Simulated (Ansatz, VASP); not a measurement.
**CdTe: VASP beside Ansatz**

```
Cd Te
1.0
     0.00000    3.27990    3.27990
     3.27990    0.00000    3.27990
     3.27990    3.27990    0.00000
Cd Te
1 1
Direct
  0.00000 0.00000 0.00000
  0.25000 0.25000 0.25000
```

Alike in both runs: task single point; functional PBE; k mesh 5 × 5 × 5; no spin polarisation.

|  | VASP | Ansatz |
| --- | --- | --- |
| version | VASP 6.6.1 | Ansatz 0.2.0 |
| potentials or method | VASP PAW PBE potentials, release 64 (Cd, Te) | plane waves |
| plane-wave cutoff (eV) | 520 | 420 |
| occupations | gaussian, width 0.01 eV | fixed |
| valence electrons in the cell | 18 | 36 |

```csv
,VASP,Ansatz,Ansatz less VASP
gap on the k mesh at the Fermi level (eV),0.66,0.66,+0.002
pressure (GPa),1.2,1.1,-0.12
```

VASP's potentials hold 18 valence electrons a cell and Ansatz's 36, so a difference there can come from the potentials and not from the codes.

Neither program's run includes spin-orbit coupling.
